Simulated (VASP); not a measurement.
Here is a VASP 6.6.1 calculation.

The input INCAR:

```
  PREC = Accurate
  ENCUT = 1340
  EDIFF = 1E-6
  ISMEAR = 0
  SIGMA = 0.05
  LREAL = F
  LASPH = T
  NELM = 120
  ALGO = Normal
  ISIF = 2
  LWAVE = F
  LCHARG = F
  GGA = PS
  NBANDS = 28
  GGA_COMPAT = F
```

KPOINTS

```
Automatic mesh
0
Gamma
  8 8 8
```

The input POSCAR:

```
BaTiO3
1.0
    3.7628185168      0.0000000000      0.0000000000
    0.0000000000      2.6607481584      2.6607549057
    0.0000000000     -2.6607481584      2.6607549057
Ba Ti O
1 1 3
Direct
    0.0000000000     -0.0006210650     -0.0006210650
    0.5000000000      0.4993851274      0.4993851274
    0.0000000000      0.4993733970      0.4993733970
    0.5000000000      0.4993687272      0.9993738134
    0.5000000000      0.9993738134      0.4993687272
```

Potentials or basis: VASP PAW PBE potentials, release 64 (Ba_sv, Ti_sv, O_h).

The run is started by

```console
$ cat potpaw_PBE.64/Ba_sv/POTCAR potpaw_PBE.64/Ti_sv/POTCAR potpaw_PBE.64/O_h/POTCAR > POTCAR
$ mpirun -np 1 vasp_std > vasp.out
```

**Question.** Predict the pressure.

**Answer.** 44.8 GPa.

**Question.** What does it give for the band gap on the k mesh?

**Answer.** 1.92 eV.

Caveat: the cell stands under pressure; the PAW data sets were made with another functional, which shifts forces and pressure a little; spin-orbit coupling is left out, which moves the levels of the heavy elements. A k mesh can miss the band edges.
